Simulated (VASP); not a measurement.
Runs of VASP 6.6.1 on InAs (zincblende type). The structure is that of space group F-43m (No. 216), or close to it. The cells are those of the table. 

| cell | gap on the mesh (eV) | pressure (GPa) |
| --- | --- | --- |
| a = 3.872 Å, angles 60.0°, 2 atoms | (c) | (b) |
| a = 4.232 Å, angles 60.0°, 2 atoms | 0.42 | 4.1 |
| a = 4.140 Å, angles 60.0°, 2 atoms | 0.79 | 9.9 |
| a = 3.723 Å, angles 60.0°, 2 atoms | 0.88 | (a) |
| a = 4.320 Å, angles 60.0°, 2 atoms | - | 0.0 |

Alike in all rows: task single point; level r2SCAN; potentials or basis VASP PAW PBE potentials, release 64 (In_d, As); no spin polarisation; k mesh 11 × 11 × 11; cutoff (eV) 520; smearing fermi-dirac 0.1 eV.

Fill in the values left out.

(a) 71.1; (b) 40.2; (c) 1.23.

Caveats: the PAW data sets were made with another functional, which shifts forces and pressure a little; spin-orbit coupling is left out, which moves the levels of the heavy elements.

A k mesh can miss the band edges, and the runs leave out spin-orbit coupling on As, In.
